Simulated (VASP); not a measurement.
# NbP in VASP: further runs, part 2 of 2

VASP 6.6.1. The steps go on from the part before.

### 4 Single point, PBEsol

This run uses another cell than the first one: it holds 4 atoms, not 8.

Input file INCAR:

```
SYSTEM = NbP
PREC = Accurate ; ENCUT = 520
EDIFF = 1E-6 ; ISMEAR = 0
SIGMA = 0.1 ; LREAL = .FALSE.
LASPH = .TRUE. ; NELM = 80
ALGO = Normal ; ISIF = 2
LWAVE = .FALSE. ; LCHARG = .FALSE.
GGA = PS ; NBANDS = 26
```

Input file KPOINTS:

```
regular mesh
0
G
  18 18 18
  0 0 0
```

Input file POSCAR:

```
NbP
1.0
   -1.6601250175      1.6601250175      5.6451939495
    1.6601250175     -1.6601250175      5.6451939495
    1.6601250175      1.6601250175     -5.6451939495
Nb P
2 2
Direct
    0.7501874490      0.7501874490      0.0000000000
    0.5001874490      1.0001874490      0.5000000000
    0.3324411260      0.3324411260      0.0000000000
    0.0824411260      0.5824411260      0.5000000000
```

Potentials or basis: VASP PAW PBE potentials, release 64 (Nb_sv, P).

Launch:

```bash
cat potpaw_PBE.64/Nb_sv/POTCAR potpaw_PBE.64/P/POTCAR > POTCAR
mpirun -np 1 vasp_std > vasp.out
```

OUTCAR:

```text
SYSTEM = NbP
   PREC = Accurate
   ENCUT = 520
   EDIFF = 1E-6
   ISMEAR = 0
   LREAL = .FALSE.
   LASPH = .TRUE.
   NELM = 80
   ISIF = 2
   GGA = PS

 ion  position               nearest neighbor table
   1  0.750  0.750  0.000-   4 2.52   4 2.52   3 2.52   3 2.52   3 2.52   3 2.52
   2  0.500  0.000  0.500-   3 2.52   3 2.52   4 2.52   4 2.52   4 2.52   4 2.52
   3  0.332  0.332  0.000-   2 2.52   2 2.52   1 2.52   1 2.52   1 2.52   1 2.52
   4  0.082  0.582  0.500-   1 2.52   1 2.52   2 2.52   2 2.52   2 2.52   2 2.52

  LATTYP: Found a body centered tetragonal cell.
 ALAT       =     3.3202500350
 C/A-ratio  =     3.4004631519

  Lattice vectors:

 A1 = (  -1.6601250175,   1.6601250175,   5.6451939495)
 A2 = (   1.6601250175,  -1.6601250175,   5.6451939495)
 A3 = (   1.6601250175,   1.6601250175,  -5.6451939495)

Analysis of symmetry for initial positions (statically):
=====================================================================
 Subroutine PRICEL returns:
 Original cell was already a primitive cell.

 Routine SETGRP: Setting up the symmetry group for a
 body centered tetragonal supercell.

 Subroutine GETGRP returns: Found  8 space group operations
 (whereof  4 operations were pure point group operations)
 out of a pool of 16 trial point group operations.

The static configuration has the point symmetry C_2v.
 The point group associated with its full space group is C_4v.

Analysis of symmetry for dynamics (positions and initial velocities):
=====================================================================
 Subroutine PRICEL returns:
 Original cell was already a primitive cell.

 Routine SETGRP: Setting up the symmetry group for a
 body centered tetragonal supercell.

 Subroutine GETGRP returns: Found  8 space group operations
 (whereof  4 operations were pure point group operations)
 out of a pool of 16 trial point group operations.

The dynamic configuration has the point symmetry C_2v.
 The point group associated with its full space group is C_4v.

 Subroutine INISYM returns: Found  8 space group operations
 (whereof  4 operations are pure point group operations),
 and found     1 'primitive' translations

----------------------------------------------------------------------------------------

                                     Primitive cell

  volume of cell :      62.2330

  direct lattice vectors                    reciprocal lattice vectors
    -1.660125017  1.660125017  5.645193950     0.000000000  0.301182137  0.088570916
     1.660125017 -1.660125017  5.645193950     0.301182137  0.000000000  0.088570916
     1.660125017  1.660125017 -5.645193950     0.301182137  0.301182137  0.000000000

  length of vectors
     6.113938573  6.113938573  6.113938573     0.313935482  0.313935482  0.425935862

  position of ions in fractional coordinates (direct lattice)
     0.750187449  0.750187449  0.000000000
     0.500187449  0.000187449  0.500000000
     0.332441126  0.332441126  0.000000000
     0.082441126  0.582441126  0.500000000

  ion indices of the primitive-cell ions
   primitive index   ion index
                 1           1
                 2           2
                 3           3
                 4           4

----------------------------------------------------------------------------------------

 KPOINTS: regular mesh

Automatic generation of k-mesh.
 Grid dimensions read from file:
 generate k-points for:   18   18   18

 Generating k-lattice:

  Cartesian coordinates                     Fractional coordinates (reciprocal lattice)
     0.000000000  0.016732341  0.004920606     0.055555556 -0.000000000  0.000000000
     0.016732341  0.000000000  0.004920606    -0.000000000  0.055555556  0.000000000
     0.016732341  0.016732341  0.000000000     0.000000000  0.000000000  0.055555556

  Length of vectors
     0.017440860  0.017440860  0.023663103

  Shift w.r.t. Gamma in fractional coordinates (k-lattice)
     0.000000000  0.000000000  0.000000000

 Subroutine IBZKPT returns following result:
 ===========================================

 Found    480 irreducible k-points:

 Following reciprocal coordinates:
            Coordinates               Weight
  0.000000  0.000000  0.000000      1.000000
  0.055556 -0.000000  0.000000      8.000000
  0.111111 -0.000000  0.000000      8.000000
  0.166667  0.000000 -0.000000      8.000000
  0.222222 -0.000000  0.000000      8.000000
  0.277778 -0.000000  0.000000      8.000000
[... 16 lines left out ...]
 -0.277778  0.055556 -0.000000     16.000000
 -0.222222  0.055556  0.000000     16.000000
 [... further k-points ...]
   k-points           NKPTS =    480   k-points in BZ     NKDIM =    480   number of bands    NBANDS=     26
   number of dos      NEDOS =    301   number of ions     NIONS =      4
   total plane-waves  NPLWV = 110592
   dimension x,y,z NGX =    48 NGY =   48 NGZ =   48
   dimension x,y,z NGXF=    96 NGYF=   96 NGZF=   96
   ions per type =               2   2
   NGX,Y,Z   is equivalent  to a cutoff of  13.05, 13.05, 13.05 a.u.
   NGXF,Y,Z  is equivalent  to a cutoff of  26.10, 26.10, 26.10 a.u.
 SYSTEM =  NbP
   PREC   = accura    normal or accurate (medium, high low for compatibility)
   ISTART =      0    job   : 0-new  1-cont  2-samecut
   ICHARG =      2    charge: 1-file 2-atom 10-const
   ISPIN  =      1    spin polarized calculation?
   LNONCOLLINEAR =      F non collinear calculations
   LSORBIT =      F    spin-orbit coupling
   LASPH  =      T    aspherical Exc in radial PAW
   ENCUT  =  520.0 eV  38.22 Ry    6.18 a.u.  11.37 11.37 11.37*2*pi/ulx,y,z
   NELM   =     80;   NELMIN=  2; NELMDL= -5     # of ELM steps
   EDIFF  = 0.1E-05   stopping-criterion for ELM
   LREAL  =      F    real-space projection
   EDIFFG = 0.1E-04   stopping-criterion for IOM
   NSW    =      0    number of steps for IOM
   IBRION =     -1    ionic relax: 0-MD 1-quasi-New 2-CG
   NFREE  =      0    steps in history (QN), initial steepest desc. (CG)
   ISIF   =      2    stress and relaxation
   ISYM   =      2    0-nonsym 1-usesym 2-fastsym
   POTIM  = 0.5000    time-step for ionic-motion
   TEBEG  =    0.0;   TEEND  =   0.0 temperature during run
   PSTRESS=    0.0 pullay stress
   NELECT =      36.0000    total number of electrons
   NUPDOWN=      -1.0000    fix difference up-down
   EMIN   =  10.00;   EMAX   =-10.00  energy-range for DOS
   EFERMI =   0.00;   METHOD = LEGACY
   ISMEAR =     0;   SIGMA  =   0.10  broadening in eV -4-tet -1-fermi 0-gaus
   EFERMI_NEDOS =   21; number of points for ismear=-14 and -15
   IALGO  =     38    algorithm
   IMIX   =      4    mixing-type and parameters
     AMIX     =   0.40;   BMIX     =  1.00
     AMIX_MAG =   1.60;   BMIX_MAG =  1.00
  volume/ion in A,a.u.               =      15.56       104.99
  Fermi-wavevector in a.u.,A,eV,Ry     =   1.364066  2.577712 25.316050  1.860677
  Thomas-Fermi vector in A             =   2.490415
   LORBIT       =      0    0 simple, 1 ext, 2 COOP (PROOUT), +10 PAW based schemes
   GGA     = PS    functional components
   LHFCALC =     F    Hartree Fock is set to
   AEXX    =    0.0000 exact exchange contribution
   IVDW    =     0    specifies the selected vdW correction
   LEPSILON=     F    determine dielectric tensor
   LRPA    =     F    only Hartree local field effects (RPA)
 non-spin polarized calculation
 Gauss-broadening in eV      SIGMA  =   0.10
  energy-cutoff  :      520.00
  volume of cell :       62.23
 maximum number of plane-waves:      1708
 NGX is ok and might be reduce to    48

 number of electron      36.0000001 magnetization

 Free energy of the ion-electron system (eV)
  ---------------------------------------------------
  ext. energy  EPLUGINS =         0.00000000
  ---------------------------------------------------
  free energy    TOTEN  =       -37.84125633 eV

  energy without entropy =      -37.83916546  energy(sigma->0) =      -37.84021089

 E-fermi :  10.9181     XC(G=0): -12.2681

 val. band max:       10.9153174793   @ k =  -0.0556   0.5000   0.0556
 cond. band min:      10.9272405158   @ k =  -0.2222   0.2778   0.2222
 fundamental gap:      0.0119230365
 Fermi energy:        10.9180866511

 k-point     1 :       0.0000    0.0000    0.0000
  band No.  band energies     occupation
      1     -43.8203      2.00000
      2     -43.7746      2.00000
      3     -20.1646      2.00000
      4     -19.9263      2.00000
      5     -19.9263      2.00000
      6     -19.7709      2.00000
[... 18 lines left out ...]
     25      15.1391      0.00000
     26      15.1391      0.00000
[... 644 lines left out ...]
      4     -20.0415      2.00000
      5     -19.9248      2.00000
      6     -19.8895      2.00000
[... 18 lines left out ...]
     25      15.9202      0.00000
     26      16.7081      0.00000

 [... further k-points ...]
[... 5 lines left out ...]
  --------------------------------------------------------------------------------------
  -------------------------------------------------------------------------------------
  Total       -0.0906290     -0.0906290     -0.1049199      0.0000000      0.0000000      0.0000000
  in kB       -2.3332300     -2.3332300     -2.7011447      0.0000000      0.0000000      0.0000000
  external PRESSURE =      -2.4558682 kB  Pullay stress =       0.0000000 kB

 VOLUME and BASIS-vectors are now :
 -----------------------------------------------------------------------------
  energy-cutoff  :      520.00
  volume of cell :       62.23
      direct lattice vectors                 reciprocal lattice vectors
    -1.660125017  1.660125017  5.645193950     0.000000000  0.301182137  0.088570916
     1.660125017 -1.660125017  5.645193950     0.301182137  0.000000000  0.088570916
     1.660125017  1.660125017 -5.645193950     0.301182137  0.301182137  0.000000000

 POSITION                                       TOTAL-FORCE (eV/Angst)
 -----------------------------------------------------------------------------------
      0.00000      0.00000      8.46991        -0.000000      0.000000     -0.002790
      0.00000      1.66013      0.00212         0.000000     -0.000000     -0.002790
      0.00000      0.00000      3.75339        -0.000000      0.000000      0.002790
      1.66013      0.00000      0.93079         0.000000     -0.000000      0.002790
 -----------------------------------------------------------------------------------
    total drift:                                0.000000      0.000000     -0.000260

  FREE ENERGIE OF THE ION-ELECTRON SYSTEM (eV)
  ---------------------------------------------------
  free  energy   TOTEN  =       -37.8412563325 eV

  energy  without entropy=      -37.8391654571  energy(sigma->0) =      -37.84021089
```

OSZICAR:

```text
N       E                     dE             d eps       ncg     rms          rms(c)
DAV:   1     0.351432120028E+03    0.35143E+03   -0.19138E+04 24976   0.139E+03
DAV:   2    -0.102935280570E+02   -0.36173E+03   -0.35121E+03 29664   0.510E+02
DAV:   3    -0.385328080227E+02   -0.28239E+02   -0.27738E+02 46544   0.106E+02
DAV:   4    -0.400867810448E+02   -0.15540E+01   -0.15463E+01 36880   0.205E+01
DAV:   5    -0.401547368259E+02   -0.67956E-01   -0.67892E-01 43760   0.472E+00    0.135E+01
DAV:   6    -0.378556261091E+02    0.22991E+01   -0.77603E+00 38390   0.197E+01    0.484E+00
DAV:   7    -0.378504479518E+02    0.51782E-02   -0.62993E-01 38772   0.426E+00    0.299E+00
DAV:   8    -0.378409018743E+02    0.95461E-02   -0.78443E-02 36682   0.183E+00    0.449E-01
DAV:   9    -0.378410773391E+02   -0.17546E-03   -0.75234E-03 41566   0.523E-01    0.320E-01
DAV:  10    -0.378412849009E+02   -0.20756E-03   -0.19487E-03 29568   0.412E-01    0.596E-02
DAV:  11    -0.378412600792E+02    0.24822E-04   -0.12586E-04 38020   0.970E-02    0.223E-02
DAV:  12    -0.378412565463E+02    0.35329E-05   -0.93059E-06 36166   0.324E-02    0.681E-03
DAV:  13    -0.378412563325E+02    0.21379E-06   -0.52699E-07 19424   0.855E-03
   1 F= -.37841256E+02 E0= -.37840211E+02  d E =-.209088E-02
```

It took 27 min on 1 thread of Intel Xeon Platinum 8259CL at 2.50GHz (Skylake/Cascade Lake), shared host; peak memory 0.81 GiB.

Results:

- Free energy: -37.8413 eV
- Pressure: -0.2 GPa
- Band gap on the k mesh: zero (band 18 reaches 10.99 eV, above the bottom of band 19 at 10.90 eV)

Forces in eV/Å, atoms in the order of the input:
```
Nb   0.000  0.000 -0.003
Nb   0.000  0.000 -0.003
P    0.000  0.000  0.003
P    0.000  0.000  0.003
```

Caveat: the PAW data sets were made with another functional, which shifts forces and pressure a little.
